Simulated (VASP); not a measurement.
Here is a VASP 6.6.1 calculation.

Contents of INCAR:

```
PREC = Accurate ; ENCUT = 520
EDIFF = 1E-6 ; ISMEAR = -1
SIGMA = 0.02 ; LREAL = Auto
LASPH = True ; NELM = 60
ALGO = Normal ; ISIF = 2
LWAVE = False ; LCHARG = False
GGA = PE ; IVDW = 12
NBANDS = 49
```

Contents of KPOINTS:

```
Automatic mesh
0
Gamma
  1 1 1
```

The input POSCAR:

```
SiH6CO
1.0
    8.4188350000      0.0000000000      0.0000000000
    0.0000000000      8.4188350000      0.0000000000
    0.0000000000      0.0000000000      8.4188350000
O C H Si
3 3 18 3
Direct
    0.4071822289      0.5715042521      0.0592837370
    0.7290794985      0.1750954853      0.8142219203
    0.6750340160      0.6990397127      0.8900756459
    0.3712865260      0.6657809543      0.1607704629
    0.7444141618      0.1343178718      0.6801534892
    0.7161679734      0.5630707812      0.9081304005
    0.2393561579      0.6902498980      0.1906320768
    0.4659433283      0.7389264667      0.2074515061
    0.7858331943      0.0131490877      0.6359787310
    0.7094805873      0.2175597930      0.5873853093
    0.7827567591      0.4966364111      0.8117631478
    0.7090529747      0.5113415336      1.0339910451
    0.3303782530      0.1859758506      0.5779540756
    0.1279987077     -0.0465147494      0.5917683385
    0.2277512269      0.0574663834      0.3313047470
    0.3821312569     -0.1166194610      0.5202382515
    0.8959434411      0.6312512361      0.2612950604
    0.6732047843      0.6633815724      0.4221605483
    0.8875337265      0.5474985553      0.5304059291
    0.9274086023      0.8083897594      0.4922533819
    1.0545283284     -0.1206817808      0.1803456179
    1.0110425017      0.1411240391      0.0556371517
    0.8621264106     -0.0935996489     -0.0426187234
    0.8411377584     -0.0016629379      0.2373249981
    0.2708925879      0.0273196945      0.5001285807
    0.8458771315      0.6673251109      0.4191435038
    0.9440854940     -0.0164512073      0.0969136466
```

Potentials or basis: VASP PAW PBE potentials, release 64 (O, C, H, Si).

Run with:

```sh
$ cat potpaw_PBE.64/O/POTCAR potpaw_PBE.64/C/POTCAR potpaw_PBE.64/H/POTCAR potpaw_PBE.64/Si/POTCAR > POTCAR
$ mpirun -np 1 vasp_gam > vasp.out
```

(1) What does it give for the dispersion energy per atom?

(2) Estimate the pressure.

(3) What does it give for the largest force?

## Answers

(1) -0.030 eV.

(2) 0.5 GPa.

(3) 2.705 eV/Å.

Caveat: the k points lie up to 0.75 Å⁻¹ apart; the atoms stand as in a frame of molecular dynamics.
